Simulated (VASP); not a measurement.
Set up this calculation in VASP 6.6.1, as the native input.

```yaml
Task: single point
Functional: PBE
Potentials_or_basis: VASP PAW PBE potentials, release 64 (Hg)
Cutoff: 520 eV
k_mesh: 14 × 14 × 14
Occupations: gaussian, width 0.1 eV
Spin: no spin polarisation
Dipole_correction: no
Further_INCAR_settings: ALGO = Fast; EDIFF = 1e-07; NBANDS = 12
```

The structure of Hg lies in POSCAR:

```
Hg
1.0
    2.2398069522     -1.9787336506     -0.0482315478
    2.2398069522      1.9787336506     -0.0482315478
   -0.4152746657      0.0000000000      2.8190408478
Hg
1
Direct
    0.5000000000      0.5000000000      0.5000000000
```

This cell differs from its parent crystal: strained.

These files were run (other wordings do the same):

INCAR

```
SYSTEM = Hg
  ALGO = Fast
  EDIFF = 1E-7
  ENCUT = 520
  GGA = PE
  ISIF = 2
  ISMEAR = 0
  LASPH = .True.
  LCHARG = .True.
  LELF = .True.
  LREAL = .False.
  LVHAR = .True.
  LWAVE = .False.
  NBANDS = 12
  NELM = 60
  PREC = Accurate
  SIGMA = 0.1
```

KPOINTS

```
k-points
0
Gamma
  14 14 14
  0 0 0
```

Potentials or basis: VASP PAW PBE potentials, release 64 (Hg).

Launch:

```console
$ cat potpaw_PBE.64/Hg/POTCAR > POTCAR
$ mpirun -np 1 vasp_std > vasp.out
```

It gave:

```json
{
  "Pressure": "5.9 GPa",
  "Band gap on the k mesh": "zero (bands 6 and 7 overlap by 5.06 eV)"
}
```

Caveat: the cell differs from its parent crystal (strained); the cell stands under pressure; spin-orbit coupling is left out, which moves the levels of the heavy elements.

It took 3.3 min on 1 thread of AMD EPYC 9755 128-Core Processor, with other jobs on the host, peak memory 0.28 GiB.
